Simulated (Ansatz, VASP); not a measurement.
# One calculation of HfO2, two programs

```
CELL_PARAMETERS angstrom
0.00000 2.51608 2.51608
2.51608 0.00000 2.51608
2.51608 2.51608 0.00000
ATOMIC_POSITIONS crystal
Hf 0.00000 0.00000 0.00000
O 0.75000 0.75000 0.75000
O 0.25000 0.25000 0.25000
```

Alike in both runs: task relaxation of cell and atoms; functional PBEsol; k mesh 6 × 6 × 6; no spin polarisation.

```csv
,VASP,Ansatz
version,VASP 6.6.1,Ansatz 0.2.0
potentials or method,"VASP PAW PBE potentials, release 64 (Hf_pv, O)","scalar-relativistic, plane waves, PAW"
plane-wave cutoff (eV),600,420
occupations,"gaussian, width 0.01 eV",fixed
valence electrons in the cell,22,38
```

|  | VASP | Ansatz | Ansatz less VASP |
| --- | --- | --- | --- |
| gap on the k mesh at the Fermi level, each at its own relaxed structure (eV) | 3.75 | 3.69 | -0.062 |
| relaxed volume (Å³/atom) | 10.53 | 10.69 | +0.158 |
| relaxed cell length with the largest relative difference (Å) | 3.549 | 3.567 | +0.0177 |

VASP's potentials were made for PBE, not for PBEsol. VASP's potentials hold 22 valence electrons a cell and Ansatz's 38, so a difference there can come from the potentials and not from the codes.

Neither program's run includes spin-orbit coupling.
